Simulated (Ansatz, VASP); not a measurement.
# SiAs3: VASP beside Ansatz

```
Si As
1.0
     3.71322    2.14383    3.52704
    -3.71322    2.14383    3.52704
     0.00000   -4.28765    3.52704
Si As
2 6
Direct
  0.27014 0.27014 0.27014
  0.72986 0.72986 0.72986
  0.77383 0.27588 0.77383
  0.77383 0.77383 0.27588
  0.27588 0.77383 0.77383
  0.22617 0.72412 0.22617
  0.72412 0.22617 0.22617
  0.22617 0.22617 0.72412
```

Change from the starting cell: species swapped into the SnP3 type (R-3m, No. 166).

Alike in both runs: functional PBE; k mesh 6 × 6 × 6; occupations gaussian, width 0.1 eV; no spin polarisation.

Ansatz relaxed the structure, and its values are those at the end. VASP's run is a single point on that final structure, the one shown.

|  | VASP | Ansatz |
| --- | --- | --- |
| version | VASP 6.6.1 | Ansatz 0.2.0 |
| potentials or method | VASP PAW PBE potentials, release 64 (Si, As_d), cutoff 600 eV | scalar-relativistic, plane waves, PAW |
| valence electrons in the cell | 98 | 98 |

```tsv
	VASP	Ansatz	Ansatz less VASP
gap on the k mesh at the Fermi level (eV)	none	none	-
pressure (GPa)	0.0	0.0	-0.03
rms of the force components (eV/Å)	0.004	0.001	-0.0031
```

A gap of «none» marks a metal or a gap that the smearing closes.
